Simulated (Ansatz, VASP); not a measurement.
SnO2: VASP beside Ansatz

Contents of INCAR:

```
SYSTEM = SnO2
ALGO = Normal ; EDIFF = 1E-6
ENCUT = 520 ; GGA = PS
ISIF = 2 ; ISMEAR = 0
LASPH = .TRUE. ; LCHARG = .FALSE.
LREAL = .FALSE. ; LWAVE = .FALSE.
NBANDS = 20 ; NELM = 100
PREC = Accurate ; SIGMA = 0.05
```

The input KPOINTS:

```
k-points
0
G
  12 12 12
  0 0 0
```

Contents of POSCAR:

```
SnO2
1.0
    1.6334330255      0.9430629970      4.4873826809
   -1.6334330255      0.9430629970      4.4873826809
    0.0000000000     -1.8861259940      4.4873826809
Sn O
1 2
Direct
    0.5000000000      0.5000000000      0.5000000000
    0.2414378084      0.2414378084      0.2414378084
    0.7585621916      0.7585621916      0.7585621916
```

Input for Ansatz:

```yaml
crystal:
  lattice:
    - [1.6334330255, 0.943062997, 4.4873826809]
    - [-1.6334330255, 0.943062997, 4.4873826809]
    - [0.0, -1.886125994, 4.4873826809]
  atoms:
    - { symbol: Sn, position: [0.5, 0.5, 0.5] }
    - { symbol: O, position: [0.2414378084, 0.2414378084, 0.2414378084] }
    - { symbol: O, position: [0.7585621916, 0.7585621916, 0.7585621916] }
basis:
  ecutwfc: 520.0
kpoints:
  mp_grid: { grid: [12, 12, 12] }
hamiltonian:
  xc: pbesol
  pseudopotentials: { kind: paw, azcp: { folder: soft_1 } }
scf:
  occupations: { method: gaussian, width: 0.05 }
output:
  forces: true
  stress: true
  eigenvalues: true
```

Alike in both runs: task single point; functional PBEsol; k mesh 12 × 12 × 12; occupations gaussian, width 0.05 eV; no spin polarisation.

|  | VASP | Ansatz |
| --- | --- | --- |
| version | VASP 6.6.1 | Ansatz 0.2.0 |
| potentials or method | VASP PAW PBE potentials, release 64 (Sn_d, O), cutoff 520 eV | scalar-relativistic, plane waves, PAW |
| valence electrons in the cell | 26 | 26 |

|  | VASP | Ansatz | Ansatz less VASP |
| --- | --- | --- | --- |
| gap on the k mesh at the Fermi level (eV) | 1.42 | 1.44 | +0.018 |
| least direct gap on the mesh (eV) | 1.44 | 1.45 | +0.016 |
| pressure (GPa) | -7.1 | -7.7 | -0.59 |
| traceless stress, the component that is largest in VASP (GPa) | 2.59 | 3.01 | +0.420 |
| rms of the force components (eV/Å) | 0.217 | 0.242 | +0.0248 |

VASP's potentials were made for PBE, not for PBEsol, and Ansatz warns of the same on its side. Atom by atom the forces differ by 0.025 eV/Å (rms over components).
